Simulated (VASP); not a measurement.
Input of a VASP 6.6.1 run:

The input INCAR:

```
SYSTEM = Pd
PREC = Accurate
ENCUT = 520
EDIFF = 1E-7
ISMEAR = 0
SIGMA = 0.05
LREAL = .False.
LASPH = .True.
NELM = 100
ALGO = Normal
ISIF = 2
LWAVE = .False.
LCHARG = .True.
GGA = PE
LELF = .True.
LVHAR = .True.
NBANDS = 11
```

Contents of KPOINTS:

```
regular mesh
0
Gamma
  14 14 14
  0 0 0
```

Contents of POSCAR:

```
Pd
1.0
    0.0000000000      1.9450014428      1.9450014428
    1.9450014428      0.0000000000      1.9450014428
    1.9450014428      1.9450014428      0.0000000000
Pd
1
Direct
    0.0000000000      0.0000000000      0.0000000000
```

Potentials or basis: VASP PAW PBE potentials, release 64 (Pd).

The run is started by

```console
$ cat potpaw_PBE.64/Pd/POTCAR > POTCAR
$ mpirun -np 1 vasp_std > vasp.out
```

(1) Predict the band gap on the k mesh.

(2) What does it give for the pressure?

Results:

(1) zero (band 5 reaches 10.12 eV, above the bottom of band 6 at 8.52 eV).

(2) 7.4 GPa.
